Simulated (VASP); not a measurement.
Here is a VASP 6.6.1 calculation.

Contents of POSCAR:

```
Au
1.0
    0.0000000000      3.0419922175      3.0419922175
    3.0419922175      0.0000000000      3.0419922175
    3.0419922175      3.0419922175      0.0000000000
Au
2
Direct
    0.0000000000      0.0000000000      0.0000000000
    0.2500000000      0.2500000000      0.2500000000
```

Contents of INCAR.step1:

```
  PREC = Accurate
  ENCUT = 600
  ISMEAR = 0
  SIGMA = 0.1
  LREAL = False
  LASPH = True
  NELM = 100
  GGA = PE
  ALGO = Normal
  EDIFF = 1E-4
  LWAVE = True
  LCHARG = False
```

The input INCAR.step2:

```
  PREC = Accurate
  ENCUT = 600
  EDIFF = 1E-7
  ISMEAR = 0
  SIGMA = 0.1
  LREAL = False
  LASPH = True
  NELM = 100
  ALGO = Normal
  ISIF = 3
  LWAVE = False
  LCHARG = False
  METAGGA = R2SCAN
  LMIXTAU = True
  IBRION = 2
  NSW = 100
  EDIFFG = -0.01
  ISTART = 1
```

KPOINTS

```
Automatic mesh
0
Gamma
  16 16 16
```

Potentials or basis: VASP PAW PBE potentials, release 64 (Au).

The run is started by

```sh
$ cat potpaw_PBE.64/Au/POTCAR > POTCAR
$ cp INCAR.step1 INCAR
$ mpirun -np 1 vasp_std > vasp.out
$ cp INCAR.step2 INCAR
$ mpirun -np 1 vasp_std > vasp.out
```

**Question.** Predict the relaxed cell.

**Answer.** a = 4.299 Å, b = 4.299 Å, c = 4.299 Å, α = 60.00°, β = 60.00°, γ = 60.00°.

**Question.** Predict the space group after relaxing (to 0.1 Å).

**Answer.** Fd-3m (No. 227).

**Question.** Predict the relaxed volume.

**Answer.** 28.10 Å³/atom.

Final structure:
```yaml
crystal:
  lattice:
    - [0.00000, 3.04003, 3.04003]
    - [3.04003, 0.00000, 3.04003]
    - [3.04003, 3.04003, 0.00000]
  atoms:
    - { symbol: Au, position: [0.00000, 0.00000, 0.00000] }
    - { symbol: Au, position: [0.25000, 0.25000, 0.25000] }
```

Caveat: the PAW data sets were made with another functional, which shifts forces and pressure a little.
